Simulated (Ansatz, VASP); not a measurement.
NiO: VASP beside Ansatz

File POSCAR:

```
NiO
1.0
    0.0000000000      2.0913095100      2.0913095100
    4.1826190200      2.0913095100      2.0913095100
    4.1826190200      4.1826190200      0.0000000000
Ni O
2 2
Direct
    0.0000000000      0.0000000000      0.0000000000
    0.0000000000      0.0000000000      0.5000000000
    0.5000000000      0.5000000000      0.0000000000
    0.5000000000      0.5000000000      0.5000000000
```

INCAR.step1

```
PREC = Accurate ; ENCUT = 520
ISMEAR = 0 ; SIGMA = 0.05
LREAL = F ; LASPH = T
NELM = 150 ; ISPIN = 2
MAGMOM = 1.86 0.03 -0.03 0.3 ; LMAXMIX = 4
LDAU = T ; LDAUTYPE = 2
LDAUL = 2 -1 ; LDAUU = 1 0
LDAUJ = 0 0 ; NBANDS = 28
GGA = PE ; ALGO = Normal
EDIFF = 1E-4 ; LWAVE = T
LCHARG = F
```

The input INCAR.step2:

```
PREC = Accurate ; ENCUT = 520
EDIFF = 1E-7 ; ISMEAR = 0
SIGMA = 0.05 ; LREAL = F
LASPH = T ; NELM = 150
ALGO = Normal ; ISIF = 2
LWAVE = F ; LCHARG = F
ISPIN = 2 ; MAGMOM = 1.86 0.03 -0.03 0.3
LORBIT = 11 ; LMAXMIX = 4
LDAU = T ; LDAUTYPE = 2
LDAUL = 2 -1 ; LDAUU = 1 0
LDAUJ = 0 0 ; LDAUPRINT = 1
METAGGA = R2SCAN ; LMIXTAU = T
NBANDS = 28 ; ISTART = 1
```

The input KPOINTS:

```
regular mesh
0
Gamma
  8 8 8
```

Input for Ansatz:

```yaml
crystal:
  lattice:
    - [0.0, 2.09130951, 2.09130951]
    - [4.18261902, 2.09130951, 2.09130951]
    - [4.18261902, 4.18261902, 0.0]
  atoms:
    - { symbol: Ni, position: [0.0, 0.0, 0.0], spin: 0.3 }
    - { symbol: O, position: [0.5, 0.5, 0.0] }
    - { symbol: Ni, position: [0.0, 0.0, 0.5], spin: -0.3 }
    - { symbol: O, position: [0.5, 0.5, 0.5] }
basis:
  ecutwfc: 500
  ecutrho_ratio: 4
kpoints:
  mp_grid: { grid: [8, 8, 8] }
hamiltonian:
  xc: r2scan
  hubbard:
    sites:
      - { site: 0, l: d, u_eff: 1.0, starting_ns: [{ spin: up, occupation_matrix: s0up }, { spin: down, occupation_matrix: s0down }] }
      - { site: 2, l: d, u_eff: 1.0, starting_ns: [{ spin: up, occupation_matrix: s2up }, { spin: down, occupation_matrix: s2down }] }
    occupation_matrices:
      s0up:
        matrix:
          - [0.97, 0.0, 0.0, 0.0, 0.0]
          - [0.0, 0.97, 0.0, 0.0, 0.0]
          - [0.0, 0.0, 0.97, 0.0, 0.0]
          - [0.0, 0.0, 0.0, 0.97, 0.0]
          - [0.0, 0.0, 0.0, 0.0, 0.02]
      s0down:
        matrix:
          - [0.97, 0.0, 0.0, 0.0, 0.0]
          - [0.0, 0.97, 0.0, 0.0, 0.0]
          - [0.0, 0.0, 0.02, 0.0, 0.0]
          - [0.0, 0.0, 0.0, 0.97, 0.0]
          - [0.0, 0.0, 0.0, 0.0, 0.97]
      s2up:
        matrix:
          - [0.02, 0.0, 0.0, 0.0, 0.0]
          - [0.0, 0.97, 0.0, 0.0, 0.0]
          - [0.0, 0.0, 0.97, 0.0, 0.0]
          - [0.0, 0.0, 0.0, 0.97, 0.0]
          - [0.0, 0.0, 0.0, 0.0, 0.97]
      s2down:
        matrix:
          - [0.97, 0.0, 0.0, 0.0, 0.0]
          - [0.0, 0.97, 0.0, 0.0, 0.0]
          - [0.0, 0.0, 0.97, 0.0, 0.0]
          - [0.0, 0.0, 0.0, 0.02, 0.0]
          - [0.0, 0.0, 0.0, 0.0, 0.97]
    ns_hold: until_converged
scf:
  occupations: { method: gaussian, width: 0.05 }
  lower_state_search: "off"
  max_iter: 150
output:
  forces: true
  stress: true
  eigenvalues: true
  populations: true
  hubbard: { sites: [{ site: 0, l: d }, { site: 2, l: d }] }
magnetization:
  spin_polarized: true
```

Alike in both runs: task single point; functional r2SCAN; k mesh 8 × 8 × 8; occupations gaussian, width 0.05 eV; collinear spin; Hubbard terms Ni d U = 1.0 eV.

```csv
,VASP,Ansatz
version,VASP 6.6.1,Ansatz 0.2.0
potentials or method,"VASP PAW PBE potentials, release 64 (Ni, O), cutoff 520 eV","scalar-relativistic, plane waves, PAW"
valence electrons in the cell,32,48
```

|  | VASP | Ansatz | Ansatz less VASP |
| --- | --- | --- | --- |
| pressure (GPa) | 0.5 | 0.6 | +0.15 |
| net moment per atom (μB) | 1.00 | 0.51 | -0.493 |
| size of the moment on the site where the two differ most (μB) | 1.73 | 0.03 | -1.695 |

The net moments are unlike, so the other rows may belong to different states. VASP's potentials were made for PBE, not for r2SCAN. Site moments also hang on the region over which each program counts them. The programs project onto different local orbitals, so the same U acts differently, and such runs can settle in different states. VASP's potentials hold 32 valence electrons a cell and Ansatz's 48, so a difference there can come from the potentials and not from the codes. Ansatz's warnings: filled band counts differ across k points, seeded moment not kept, specified occupation not kept, symmetry narrowed by occupation matrices.
